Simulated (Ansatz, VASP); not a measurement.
Hf3N4: VASP beside Ansatz

The input INCAR:

```
PREC = Accurate
ENCUT = 520
EDIFF = 1E-7
ISMEAR = 0
SIGMA = 0.02
LREAL = False
LASPH = True
NELM = 120
ALGO = Normal
ISIF = 2
LWAVE = False
LCHARG = False
GGA = PE
IBRION = 2
NSW = 50
EDIFFG = -0.01
GGA_COMPAT = False
NELMIN = 4
KPAR = 4
```

The input KPOINTS:

```
Automatic mesh
0
Gamma
  6 6 6
```

The input POSCAR:

```
Hf3N4
1.0
   -3.4758344155      3.4758344155      3.4758344155
    3.4758344155     -3.4758344155      3.4758344155
    3.4758344155      3.4758344155     -3.4758344155
Hf N
6 8
Direct
    0.2500000000      0.6250000000      0.3750000000
    0.3750000000      0.2500000000      0.6250000000
    0.7500000000      0.8750000000      0.1250000000
    0.1250000000      0.7500000000      0.8750000000
    0.6250000000      0.3750000000      0.2500000000
    0.8750000000      0.1250000000      0.7500000000
    0.1166261859      0.1166261859      0.1166261859
    0.8833738141      0.5000000000      0.0000000000
    0.5000000000      0.0000000000      0.3833738141
    0.0000000000      0.8833738141      0.5000000000
    0.3833738141      0.5000000000      0.0000000000
    0.6166261859      0.6166261859      0.6166261859
    0.0000000000      0.3833738141      0.5000000000
    0.5000000000      0.0000000000      0.8833738141
```

Input for Ansatz:

```yaml
crystal:
  lattice:
    - [-3.4758344155, 3.4758344155, 3.4758344155]
    - [3.4758344155, -3.4758344155, 3.4758344155]
    - [3.4758344155, 3.4758344155, -3.4758344155]
  atoms:
    - { symbol: Hf, position: [0.25, 0.625, 0.375] }
    - { symbol: Hf, position: [0.375, 0.25, 0.625] }
    - { symbol: Hf, position: [0.75, 0.875, 0.125] }
    - { symbol: Hf, position: [0.125, 0.75, 0.875] }
    - { symbol: Hf, position: [0.625, 0.375, 0.25] }
    - { symbol: Hf, position: [0.875, 0.125, 0.75] }
    - { symbol: "N", position: [0.1166261859, 0.1166261859, 0.1166261859] }
    - { symbol: "N", position: [0.8833738141, 0.5, 0.0] }
    - { symbol: "N", position: [0.5, 0.0, 0.3833738141] }
    - { symbol: "N", position: [0.0, 0.8833738141, 0.5] }
    - { symbol: "N", position: [0.3833738141, 0.5, 0.0] }
    - { symbol: "N", position: [0.6166261859, 0.6166261859, 0.6166261859] }
    - { symbol: "N", position: [0.0, 0.3833738141, 0.5] }
    - { symbol: "N", position: [0.5, 0.0, 0.8833738141] }
basis:
  ecutwfc: 420
kpoints:
  mp_grid: { grid: [6, 6, 6] }
hamiltonian:
  xc: pbe
scf:
  occupations: { method: gaussian, width: 0.02 }
output:
  forces: true
  stress: true
  eigenvalues: true
  write_density: true
  write_potential: true
  elf: true
  volumetric_format: npy
relax:
  adjacent_minimum: "off"
  f_tol: 0.01
  max_steps: 30
```

Alike in both runs: task relaxation of the atoms; functional PBE; k mesh 6 × 6 × 6; occupations gaussian, width 0.02 eV; no spin polarisation.

|  | VASP | Ansatz |
| --- | --- | --- |
| version | VASP 6.6.1 | Ansatz 0.2.0 |
| potentials or method | VASP PAW PBE potentials, release 64 (Hf_pv, N), cutoff 520 eV | scalar-relativistic, plane waves, PAW |
| valence electrons in the cell | 100 | 196 |

```csv
,VASP,Ansatz,Ansatz less VASP
"gap on the k mesh at the Fermi level, each at its own relaxed structure (eV)",1.40,1.35,-0.054
```

VASP's potentials hold 100 valence electrons a cell and Ansatz's 196, so a difference there can come from the potentials and not from the codes. Ansatz's warnings: stress scf threshold loose.

Spin-orbit coupling is off throughout.
